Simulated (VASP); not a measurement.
**Ga: single point with PBEsol**

Crystal: Ga.

```
Ga
1.0
     2.23094   -3.77873    0.00000
     2.23094    3.77873    0.00000
     0.00000    0.00000    4.46286
Ga
4
Direct
  0.34510 0.65490 0.41900
  0.15490 0.84510 0.91900
  0.65490 0.34510 0.58100
  0.84510 0.15490 0.08100
```

```
Program             : VASP 6.6.1
Task                : single point
Functional          : PBEsol
Potentials or basis : VASP PAW PBE potentials, release 64 (Ga_d)
Cutoff              : 520 eV
k mesh              : 7 × 7 × 6
Occupations         : fermi-dirac, width 0.05 eV
Spin                : no spin polarisation
```

| Quantity | Value |
| --- | --- |
| Pressure | 0.8 GPa |
| Largest force | 0.123 eV/Å |
| Band gap on the k mesh | zero (band 26 reaches 5.66 eV, above the bottom of band 27 at 4.34 eV) |

Forces in eV/Å, atoms in the order of the input:
```
Ga   0.000  0.110 -0.056
Ga   0.000 -0.110 -0.056
Ga   0.000 -0.110  0.056
Ga   0.000  0.110  0.056
```

Stress tensor (GPa, compression positive):
```
-0.30  0.00  0.00
 0.00  1.69  0.00
 0.00  0.00  1.13
```

Levels at points of the mesh, in eV from the Fermi level:
```
           k point  band 23  band 24  band 25  band 26  band 27  band 28  band 29  band 30
(0.00, 0.00, 0.00)    -3.85    -1.84    -1.73    -0.89     0.83     0.95     0.95     5.19
(0.00, 0.00, 0.50)    -0.09    -0.09    -0.06    -0.06    -0.02    -0.02     2.09     2.09
```

It took 71 s on 1 thread of Intel(R) Xeon(R) 6975P-C (Granite Rapids), on a shared host, peak memory 0.27 GiB.

Caveat: the PAW data sets were made with another functional, which shifts forces and pressure a little.
